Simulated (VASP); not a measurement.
A run of VASP 6.6.1:

The input INCAR:

```
SYSTEM = N
PREC = Accurate ; ENCUT = 520
EDIFF = 1E-7 ; ISMEAR = 0
SIGMA = 0.05 ; LREAL = .FALSE.
LASPH = .TRUE. ; NELM = 100
ALGO = Normal ; ISIF = 2
LWAVE = .FALSE. ; LCHARG = .FALSE.
GGA = PS ; NBANDS = 18
```

The input KPOINTS:

```
regular mesh
0
G
  6 6 4
  0 0 0
```

Contents of POSCAR:

```
N
1.0
    4.1672328106      0.0000000000      0.0000000000
   -2.0836164053      3.6089294775      0.0000000000
    0.0000000000      0.0000000000      7.0060035100
N
4
Direct
    0.3333333333      0.6666666667      0.2968147264
    0.3333333333      0.6666666667      0.1710699600
    0.6666666667      0.3333333333      0.8289300400
    0.6666666667      0.3333333333      0.6710699600
```

Potentials or basis: VASP PAW PBE potentials, release 64 (N).

Command:

```bash
$ cat potpaw_PBE.64/N/POTCAR > POTCAR
$ mpirun -np 1 vasp_std > vasp.out
```

Hardware: 1 thread of Intel(R) Xeon(R) Platinum 8488C (Sapphire Rapids), with other jobs on the host.

Estimate the wall time of this run.

Wall time 34 s on 1 thread of Intel(R) Xeon(R) Platinum 8488C (Sapphire Rapids), on a shared host, peak memory 0.22 GiB. Counts: scf iterations 16, k points 24.
